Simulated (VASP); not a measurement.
# PbO (P4/nmm) in VASP: a series of runs

Aim: see how the results for PbO move with the level of theory and the settings. Levels: PBE, r2SCAN. Tasks: electric field gradients.

Program: VASP 6.6.1. These are calculated values, not measurements. Logs are shortened: lines on timing, memory, paths and dates and some standing lists are left out, and cuts for length are marked.

### 1 The cell of the first run

The structure is tetragonal, space group P4/nmm (No. 129). Conventional cell: a = 3.974 Å, b = 3.974 Å, c = 5.022 Å, α = 90.00°, β = 90.00°, γ = 90.00°. Pb (site symmetry 4mm) has 4 O at 2.31 Å within 3.1 Å. O (site symmetry -4m2) has 4 Pb at 2.31 Å and 4 O at 2.81 Å within 3.1 Å.

### 2 Electric field gradients, PBE

The input, INCAR:

```
SYSTEM = PbO
ALGO     = Normal         ! electronic algorithm
EDIFF    = 1E-8           ! SCF threshold, eV
ENCUT    = 520            ! plane-wave cutoff, eV
GGA      = PE             ! functional
ISIF     = 2              ! what is computed and relaxed
ISMEAR   = -1             ! smearing method
LASPH    = .TRUE.         ! aspherical terms in the spheres
LCHARG   = .FALSE.        ! write CHGCAR
LEFG     = .TRUE.       
LREAL    = .FALSE.        ! projectors in reciprocal space
LWAVE    = .FALSE.        ! write WAVECAR
NBANDS   = 28             ! bands
NELM     = 60             ! most SCF steps
PREC     = Accurate       ! precision mode
SIGMA    = 0.02           ! smearing width, eV
```

The input, KPOINTS:

```
k-points
0
G
  6 6 5
  0 0 0
```

The input, POSCAR:

```
PbO
1.0
    3.9744000000      0.0000000000      0.0000000000
    0.0000000000      3.9744000000      0.0000000000
    0.0000000000      0.0000000000      5.0220000000
Pb O
2 2
Direct
    0.0000000000      0.5000000000      0.2351000000
    0.5000000000      0.0000000000      0.7649000000
    0.0000000000      0.0000000000      0.0000000000
    0.5000000000      0.5000000000      0.0000000000
```

Potentials or basis: VASP PAW PBE potentials, release 64 (Pb_d, O).

Launch:

```
> cat potpaw_PBE.64/Pb_d/POTCAR potpaw_PBE.64/O/POTCAR > POTCAR
> mpirun -np 1 vasp_std > vasp.out
```

OUTCAR:

```text
SYSTEM = PbO
   EDIFF = 1E-8
   ENCUT = 520
   GGA = PE
   ISIF = 2
   ISMEAR = -1
   LASPH = .TRUE.
   LREAL = .FALSE.
   NELM = 60
   PREC = Accurate

 ion  position               nearest neighbor table
   1  0.000  0.500  0.235-   3 2.31   4 2.31   3 2.31   4 2.31   2 3.67   2 3.67   2 3.67   2 3.67
                             2 3.87   2 3.87   2 3.87   2 3.87
   2  0.500  0.000  0.765-   3 2.31   4 2.31   4 2.31   3 2.31   1 3.67   1 3.67   1 3.67   1 3.67
                             1 3.87   1 3.87   1 3.87   1 3.87
   3  0.000  0.000  0.000-   1 2.31   2 2.31   1 2.31   2 2.31
   4  0.500  0.500  0.000-   1 2.31   2 2.31   2 2.31   1 2.31

  LATTYP: Found a simple tetragonal cell.
 ALAT       =     3.9744000000
 C/A-ratio  =     1.2635869565

  Lattice vectors:

 A1 = (   3.9744000000,   0.0000000000,   0.0000000000)
 A2 = (   0.0000000000,   3.9744000000,   0.0000000000)
 A3 = (   0.0000000000,   0.0000000000,   5.0220000000)

Analysis of symmetry for initial positions (statically):
=====================================================================
 Subroutine PRICEL returns:
 Original cell was already a primitive cell.

 Routine SETGRP: Setting up the symmetry group for a
 simple tetragonal supercell.

 Subroutine GETGRP returns: Found 16 space group operations
 (whereof  8 operations were pure point group operations)
 out of a pool of 16 trial point group operations.

The static configuration has the point symmetry D_2d.
 The point group associated with its full space group is D_4h.

Analysis of symmetry for dynamics (positions and initial velocities):
=====================================================================
 Subroutine PRICEL returns:
 Original cell was already a primitive cell.

 Routine SETGRP: Setting up the symmetry group for a
 simple tetragonal supercell.

 Subroutine GETGRP returns: Found 16 space group operations
 (whereof  8 operations were pure point group operations)
 out of a pool of 16 trial point group operations.

The dynamic configuration has the point symmetry D_2d.
 The point group associated with its full space group is D_4h.

 Subroutine INISYM returns: Found 16 space group operations
 (whereof  8 operations are pure point group operations),
 and found     1 'primitive' translations

----------------------------------------------------------------------------------------

                                     Primitive cell

  volume of cell :      79.3268

  direct lattice vectors                    reciprocal lattice vectors
     3.974400000  0.000000000  0.000000000     0.251610306  0.000000000  0.000000000
     0.000000000  3.974400000  0.000000000     0.000000000  0.251610306  0.000000000
     0.000000000  0.000000000  5.022000000     0.000000000  0.000000000  0.199123855

  length of vectors
     3.974400000  3.974400000  5.022000000     0.251610306  0.251610306  0.199123855

  position of ions in fractional coordinates (direct lattice)
     0.000000000  0.500000000  0.235100000
     0.500000000  0.000000000  0.764900000
     0.000000000  0.000000000  0.000000000
     0.500000000  0.500000000  0.000000000

  ion indices of the primitive-cell ions
   primitive index   ion index
                 1           1
                 2           2
                 3           3
                 4           4

----------------------------------------------------------------------------------------

 KPOINTS: k-points

Automatic generation of k-mesh.
 Grid dimensions read from file:
 generate k-points for:    6    6    5

 Generating k-lattice:

  Cartesian coordinates                     Fractional coordinates (reciprocal lattice)
     0.041935051  0.000000000  0.000000000     0.166666667  0.000000000  0.000000000
     0.000000000  0.041935051  0.000000000     0.000000000  0.166666667  0.000000000
     0.000000000  0.000000000  0.039824771     0.000000000  0.000000000  0.200000000

  Length of vectors
     0.041935051  0.041935051  0.039824771

[... 37 lines left out ...]
   total plane-waves  NPLWV =  36000
   dimension x,y,z NGX =    30 NGY =   30 NGZ =   40
   dimension x,y,z NGXF=    60 NGYF=   60 NGZF=   80
   ions per type =               2   2
   NGX,Y,Z   is equivalent  to a cutoff of  12.55, 12.55, 13.24 a.u.
   NGXF,Y,Z  is equivalent  to a cutoff of  25.10, 25.10, 26.48 a.u.
 SYSTEM =  PbO
   PREC   = accura    normal or accurate (medium, high low for compatibility)
   ISTART =      0    job   : 0-new  1-cont  2-samecut
   ICHARG =      2    charge: 1-file 2-atom 10-const
   ISPIN  =      1    spin polarized calculation?
   LNONCOLLINEAR =      F non collinear calculations
   LSORBIT =      F    spin-orbit coupling
   LASPH  =      T    aspherical Exc in radial PAW
   ENCUT  =  520.0 eV  38.22 Ry    6.18 a.u.   7.39  7.39  9.34*2*pi/ulx,y,z
   NELM   =     60;   NELMIN=  2; NELMDL= -5     # of ELM steps
   EDIFF  = 0.1E-07   stopping-criterion for ELM
   LREAL  =      F    real-space projection
   EDIFFG = 0.1E-06   stopping-criterion for IOM
   NSW    =      0    number of steps for IOM
   IBRION =     -1    ionic relax: 0-MD 1-quasi-New 2-CG
   NFREE  =      0    steps in history (QN), initial steepest desc. (CG)
   ISIF   =      2    stress and relaxation
   ISYM   =      2    0-nonsym 1-usesym 2-fastsym
   POTIM  = 0.5000    time-step for ionic-motion
   TEBEG  =    0.0;   TEEND  =   0.0 temperature during run
   PSTRESS=    0.0 pullay stress
   NELECT =      40.0000    total number of electrons
   NUPDOWN=      -1.0000    fix difference up-down
   EMIN   =  10.00;   EMAX   =-10.00  energy-range for DOS
   EFERMI =   0.00;   METHOD = LEGACY
   ISMEAR =    -1;   SIGMA  =   0.02  broadening in eV -4-tet -1-fermi 0-gaus
   EFERMI_NEDOS =   21; number of points for ismear=-14 and -15
   IALGO  =     38    algorithm
   IMIX   =      4    mixing-type and parameters
     AMIX     =   0.40;   BMIX     =  1.00
     AMIX_MAG =   1.60;   BMIX_MAG =  1.00
  volume/ion in A,a.u.               =      19.83       133.83
  Fermi-wavevector in a.u.,A,eV,Ry     =   1.303031  2.462372 23.101207  1.697891
  Thomas-Fermi vector in A             =   2.434060
   LORBIT       =      0    0 simple, 1 ext, 2 COOP (PROOUT), +10 PAW based schemes
   GGA     = PE    functional components
   LHFCALC =     F    Hartree Fock is set to
   AEXX    =    0.0000 exact exchange contribution
   IVDW    =     0    specifies the selected vdW correction
   LEPSILON=     F    determine dielectric tensor
   LRPA    =     F    only Hartree local field effects (RPA)
 non-spin polarized calculation
  energy-cutoff  :      520.00
  volume of cell :       79.33
 maximum number of plane-waves:      2186
 NGX is ok and might be reduce to    30
   NGX = 15   NGY = 15   NGZ = 19

 number of electron      39.9999997 magnetization

 Free energy of the ion-electron system (eV)
  ---------------------------------------------------
  ext. energy  EPLUGINS =         0.00000000
  ---------------------------------------------------
  free energy    TOTEN  =       -21.41097272 eV

  energy without entropy =      -21.41097272  energy(sigma->0) =      -21.41097272

 E-fermi :   5.6366     XC(G=0):  -9.8371

 val. band max:        5.1711206245   @ k =   0.0000   0.0000   0.0000
 cond. band min:       6.4260225352   @ k =   0.5000   0.5000   0.0000
 fundamental gap:      1.2549019107
 Fermi energy:         5.6365937568

 k-point     1 :       0.0000    0.0000    0.0000
  band No.  band energies     occupation
      1     -13.2865      2.00000
      2     -12.7382      2.00000
      3     -10.8564      2.00000
      4     -10.8564      2.00000
      5     -10.7934      2.00000
      6     -10.7741      2.00000
[... 733 lines left out ...]
     27      14.7434      0.00000
     28      14.7434      0.00000

 [... further k-points ...]
[... 5 lines left out ...]
  --------------------------------------------------------------------------------------
  -------------------------------------------------------------------------------------
  Total        2.6150767      2.6150767      2.1196028      0.0000000      0.0000000      0.0000000
  in kB       52.8171742     52.8171742     42.8099977      0.0000000      0.0000000      0.0000000
  external PRESSURE =      49.4814487 kB  Pullay stress =       0.0000000 kB

 VOLUME and BASIS-vectors are now :
 -----------------------------------------------------------------------------
  energy-cutoff  :      520.00
  volume of cell :       79.33
      direct lattice vectors                 reciprocal lattice vectors
     3.974400000  0.000000000  0.000000000     0.251610306  0.000000000  0.000000000
     0.000000000  3.974400000  0.000000000     0.000000000  0.251610306  0.000000000
     0.000000000  0.000000000  5.022000000     0.000000000  0.000000000  0.199123855

 POSITION                                       TOTAL-FORCE (eV/Angst)
 -----------------------------------------------------------------------------------
      0.00000      1.98720      1.18067         0.000000     -0.000000      0.495071
      1.98720      0.00000      3.84133        -0.000000     -0.000000     -0.495071
      0.00000      0.00000      0.00000         0.000000     -0.000000      0.000000
      1.98720      1.98720      0.00000         0.000000      0.000000      0.000000
 -----------------------------------------------------------------------------------
    total drift:                                0.000000      0.000000     -0.000000

  FREE ENERGIE OF THE ION-ELECTRON SYSTEM (eV)
  ---------------------------------------------------
  free  energy   TOTEN  =       -21.4109727190 eV

  energy  without entropy=      -21.4109727190  energy(sigma->0) =      -21.41097272

 Electric field gradients (V/A^2)
---------------------------------------------------------------------
 ion       V_xx      V_yy      V_zz      V_xy      V_xz      V_yz
---------------------------------------------------------------------
   1     116.962   116.962  -233.923     0.000    -0.000    -0.000
   2     116.962   116.962  -233.923     0.000     0.000    -0.000
   3       1.474     1.474    -2.949     0.000     0.000     0.000
   4       1.474     1.474    -2.949    -0.000    -0.000    -0.000
---------------------------------------------------------------------

 Electric field gradients after diagonalization (V/A^2)
 (convention: |V_zz| > |V_xx| > |V_yy|)
----------------------------------------------------------------------
 ion       V_xx      V_yy      V_zz     asymmetry (V_yy - V_xx)/ V_zz
----------------------------------------------------------------------
   1     116.962   116.962  -233.923       0.000
   2     116.962   116.962  -233.923       0.000
   3       1.474     1.474    -2.949       0.000
   4       1.474     1.474    -2.949       0.000
----------------------------------------------------------------------

           NMR quadrupolar parameters

 Cq : quadrupolar parameter    Cq=e*Q*V_zz/h
 eta: asymmetry parameters     (V_yy - V_xx)/ V_zz
 Q  : nuclear electric quadrupole moment in mb (millibarn)
----------------------------------------------------------------------
 ion       Cq(MHz)       eta       Q (mb)
----------------------------------------------------------------------
   1      -0.566       0.000       1.000
   2      -0.566       0.000       1.000
   3      -0.007       0.000       1.000
   4      -0.007       0.000       1.000
----------------------------------------------------------------------
```

It took 39 s on 1 thread of Intel Xeon Platinum 8559C (Emerald Rapids), shared host; peak memory 0.21 GiB.

What came out:

| Quantity | Value |
| --- | --- |
| Free energy | -21.4110 eV |
| Pressure | 4.9 GPa |
| Largest force | 0.495 eV/Å |
| Band gap on the k mesh | 1.25 eV, indirect (least direct gap 2.33 eV) |

Forces in eV/Å, atoms in the order of the input:
```
Pb   0.000  0.000  0.495
Pb   0.000  0.000 -0.495
O    0.000  0.000  0.000
O    0.000  0.000  0.000
```

Levels at points of the mesh, in eV from the valence-band top:
| k point | band 18 | band 19 | band 20 | band 21 | band 22 | band 23 |
| --- | --- | --- | --- | --- | --- | --- |
| (0.00, 0.00, 0.00) | -1.70 | -1.70 | 0.00 | 2.37 | 5.45 | 5.70 |
| (0.50, 0.00, 0.00) | -3.05 | -1.66 | -1.66 | 3.41 | 3.41 | 6.57 |
| (0.50, 0.50, 0.00) | -1.65 | -1.07 | -1.07 | 1.25 | 1.25 | 5.32 |

Electric field gradients, principal values (V/Å²):
| atom | least | middle | greatest (by size) |
| --- | --- | --- | --- |
| 1 Pb | 116.962 | 116.962 | -233.923 |
| 2 Pb | 116.962 | 116.962 | -233.923 |
| 3 O | 1.474 | 1.474 | -2.949 |
| 4 O | 1.474 | 1.474 | -2.949 |

Caveat: without QUAD_EFG the Cq values of the log hold for a quadrupole moment of 1 mb, not for the nuclei; spin-orbit coupling is left out, which moves the levels of the heavy elements.

### 3 Electric field gradients, r2SCAN

POSCAR: that of step 2 with these lines changed.

```diff
@@ -8,4 +8,4 @@
 Direct
-    0.0000000000      0.5000000000      0.2351000000
-    0.5000000000      0.0000000000      0.7649000000
+    0.0000000000      0.5000000000      0.2402618821
+    0.5000000000      0.0000000000      0.7597381179
     0.0000000000      0.0000000000      0.0000000000
```

The input, INCAR.step1:

```
SYSTEM = PbO
  PREC = Accurate
  ENCUT = 520
  ISMEAR = -1
  SIGMA = 0.02
  LREAL = .False.
  LASPH = .True.
  NELM = 100
  NBANDS = 28
  GGA = PE
  ALGO = Normal
  EDIFF = 1E-4
  LWAVE = .True.
  LCHARG = .False.
```

The input, INCAR.step2:

```
SYSTEM = PbO
  PREC = Accurate
  ENCUT = 520
  EDIFF = 1E-8
  ISMEAR = -1
  SIGMA = 0.02
  LREAL = .False.
  LASPH = .True.
  NELM = 100
  ALGO = Normal
  ISIF = 2
  LWAVE = .False.
  LCHARG = .False.
  METAGGA = R2SCAN
  LMIXTAU = .True.
  LEFG = .True.
  NBANDS = 28
  ISTART = 1
```

The input, KPOINTS:

```
regular mesh
0
Gamma
  6 6 5
  0 0 0
```

Potentials or basis: VASP PAW PBE potentials, release 64 (Pb_d, O).

Launch:

```
> cat potpaw_PBE.64/Pb_d/POTCAR potpaw_PBE.64/O/POTCAR > POTCAR
> cp INCAR.step1 INCAR
> mpirun -np 1 vasp_std > vasp.out
> cp INCAR.step2 INCAR
> mpirun -np 1 vasp_std > vasp.out
```

OUTCAR:

```text
SYSTEM = PbO
   PREC = Accurate
   ENCUT = 520
   EDIFF = 1E-8
   ISMEAR = -1
   LREAL = .False.
   LASPH = .True.
   NELM = 100
   ISIF = 2
   METAGGA = R2SCAN
   ISTART = 1

 ion  position               nearest neighbor table
   1  0.000  0.500  0.240-   3 2.32   4 2.32   3 2.32   4 2.32   2 3.70   2 3.70   2 3.70   2 3.70
                             2 3.83   2 3.83   2 3.83   2 3.83
   2  0.500  0.000  0.760-   3 2.32   4 2.32   4 2.32   3 2.32   1 3.70   1 3.70   1 3.70   1 3.70
                             1 3.83   1 3.83   1 3.83   1 3.83
   3  0.000  0.000  0.000-   1 2.32   2 2.32   1 2.32   2 2.32
   4  0.500  0.500  0.000-   1 2.32   2 2.32   2 2.32   1 2.32

  LATTYP: Found a simple tetragonal cell.
 ALAT       =     3.9744000000
[... 978 lines left out ...]
---------------------------------------------------------------------
   1     137.380   137.380  -274.759     0.000    -0.000     0.000
   2     137.380   137.380  -274.759    -0.000     0.000     0.000
   3      -1.440    -1.440     2.879     0.000     0.000    -0.000
   4      -1.440    -1.440     2.879    -0.000     0.000     0.000
---------------------------------------------------------------------

 Electric field gradients after diagonalization (V/A^2)
 (convention: |V_zz| > |V_xx| > |V_yy|)
----------------------------------------------------------------------
 ion       V_xx      V_yy      V_zz     asymmetry (V_yy - V_xx)/ V_zz
----------------------------------------------------------------------
   1     137.380   137.380  -274.759       0.000
   2     137.380   137.380  -274.759       0.000
   3      -1.440    -1.440     2.879       0.000
   4      -1.440    -1.440     2.879       0.000
----------------------------------------------------------------------

           NMR quadrupolar parameters

 Cq : quadrupolar parameter    Cq=e*Q*V_zz/h
 eta: asymmetry parameters     (V_yy - V_xx)/ V_zz
 Q  : nuclear electric quadrupole moment in mb (millibarn)
----------------------------------------------------------------------
 ion       Cq(MHz)       eta       Q (mb)
----------------------------------------------------------------------
   1      -0.664       0.000       1.000
   2      -0.664       0.000       1.000
   3       0.007       0.000       1.000
   4       0.007       0.000       1.000
----------------------------------------------------------------------
```

OSZICAR.step1:

```text
N       E                     dE             d eps       ncg     rms          rms(c)
DAV:   1     0.466326595058E+03    0.46633E+03   -0.19675E+04  1680   0.171E+03
DAV:   2     0.378031338763E+02   -0.42852E+03   -0.41118E+03  1704   0.452E+02
DAV:   3    -0.233034575307E+02   -0.61107E+02   -0.59588E+02  2156   0.185E+02
DAV:   4    -0.260024016968E+02   -0.26989E+01   -0.26896E+01  1964   0.398E+01
DAV:   5    -0.260799911081E+02   -0.77589E-01   -0.77583E-01  1804   0.733E+00    0.124E+01
DAV:   6    -0.216187458357E+02    0.44612E+01   -0.24125E+01  2488   0.394E+01    0.541E+00
DAV:   7    -0.214538284984E+02    0.16492E+00   -0.28794E+00  2072   0.121E+01    0.248E+00
DAV:   8    -0.214335615363E+02    0.20267E-01   -0.50519E-01  1816   0.465E+00    0.794E-01
DAV:   9    -0.214241365070E+02    0.94250E-02   -0.55002E-02  2732   0.191E+00    0.273E-01
DAV:  10    -0.214253385452E+02   -0.12020E-02   -0.11686E-02  1936   0.759E-01    0.949E-02
DAV:  11    -0.214251521708E+02    0.18637E-03   -0.22289E-03  2212   0.388E-01    0.630E-02
DAV:  12    -0.214251183059E+02    0.33865E-04   -0.32707E-04  1640   0.175E-01
   1 F= -.21425118E+02 E0= -.21425118E+02  d E =-.159866E-11
```

Run time: 2.3 min. Hardware: 1 thread of Intel Xeon Platinum 8559C (Emerald Rapids), shared host; peak memory 0.22 GiB.

Results:

```yaml
Free_energy: -129.4970 eV
Pressure: 0.6 GPa
Largest_force: 0.271 eV/Å
Band_gap_on_the_k_mesh: 1.42 eV, indirect (least direct gap 2.50 eV)
```

Forces on the atoms (eV/Å):
```
Pb   0.000  0.000 -0.271
Pb   0.000  0.000  0.271
O    0.000  0.000  0.000
O    0.000  0.000  0.000
```

Electric field gradients, principal values (V/Å²):
```
atom    least   middle  greatest (by size)
1 Pb  137.380  137.380            -274.759
2 Pb  137.380  137.380            -274.759
 3 O   -1.440   -1.440               2.879
 4 O   -1.440   -1.440               2.879
```

Caveat: without QUAD_EFG the Cq values of the log hold for a quadrupole moment of 1 mb, not for the nuclei; the PAW data sets were made with another functional, which shifts forces and pressure a little; spin-orbit coupling is left out, which moves the levels of the heavy elements. A k mesh can miss the band edges.
